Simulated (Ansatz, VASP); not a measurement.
This is a calculation of In for VASP 6.6.1.

POSCAR

```
In
1.0
   -1.6254700000      1.6254700000      2.4737000000
    1.6254700000     -1.6254700000      2.4737000000
    1.6254700000      1.6254700000     -2.4737000000
In
1
Direct
    0.0000000000      0.0000000000      0.0000000000
```

INCAR.step1

```
SYSTEM = In
  PREC = Accurate
  ENCUT = 600
  ISMEAR = -1
  SIGMA = 0.05
  LREAL = .False.
  LASPH = .True.
  NELM = 100
  GGA = PE
  ALGO = Normal
  EDIFF = 1E-4
  LWAVE = .True.
  LCHARG = .False.
```

INCAR.step2

```
SYSTEM = In
  PREC = Accurate
  ENCUT = 600
  EDIFF = 1E-6
  ISMEAR = -1
  SIGMA = 0.05
  LREAL = .False.
  LASPH = .True.
  NELM = 100
  ALGO = Normal
  ISIF = 3
  LWAVE = .False.
  LCHARG = .False.
  METAGGA = R2SCAN
  LMIXTAU = .True.
  IBRION = 2
  NSW = 60
  EDIFFG = -0.01
  ISTART = 1
```

Contents of KPOINTS:

```
Automatic mesh
0
Gamma
  11 11 11
  0 0 0
```

Potentials or basis: VASP PAW PBE potentials, release 64 (In_d).

Launch:

```console
$ cat potpaw_PBE.64/In_d/POTCAR > POTCAR
$ cp INCAR.step1 INCAR
$ mpirun -np 1 vasp_std > vasp.out
$ cp INCAR.step2 INCAR
$ mpirun -np 1 vasp_std > vasp.out
```

Question: Translate it to Ansatz 0.2.0. Potentials there: Ansatz PAW.

Answer: As run (the cutoff follows the program's own potentials):

Contents of input.yaml:

```yaml
crystal:
  lattice:
    - [-1.62547, 1.62547, 2.4737]
    - [1.62547, -1.62547, 2.4737]
    - [1.62547, 1.62547, -2.4737]
  atoms:
    - { symbol: In, position: [0.0, 0.0, 0.0] }
hamiltonian:
  xc: r2scan
  pseudopotentials: { kind: paw }
kpoints:
  mp_grid: { grid: [11, 11, 11] }
scf:
  occupations: { method: fermi_dirac, width: 0.05 }
output:
  forces: true
  stress: true
  eigenvalues: true
relax:
  f_tol: 0.01
  max_steps: 40
  cell: { stress_tol: 0.05 }
```

Potentials or basis: Ansatz PAW.

Command:

```bash
$ ansatz run input.yaml --threads 2 --pin off --max-ram 5632MiB --backend cpu --events-out ev --progress --plain --runs-dir out
```

Both were run:

|  | VASP | Ansatz | Ansatz less VASP |
| --- | --- | --- | --- |
| gap on the k mesh at the Fermi level, each at its own relaxed structure (eV) | none | none | - |
| relaxed volume (Å³/atom) | 26.29 | 26.25 | -0.044 |
| relaxed cell length with the largest relative difference (Å) | 3.363 | 3.361 | -0.0026 |

VASP's potentials were made for PBE, not for r2SCAN. A gap of «none» marks a metal or a gap that the smearing closes.

Noted on Ansatz's run: the plane-wave basis is chosen anew once the cell has moved, so the energies of steps on either side of that aren't comparable.
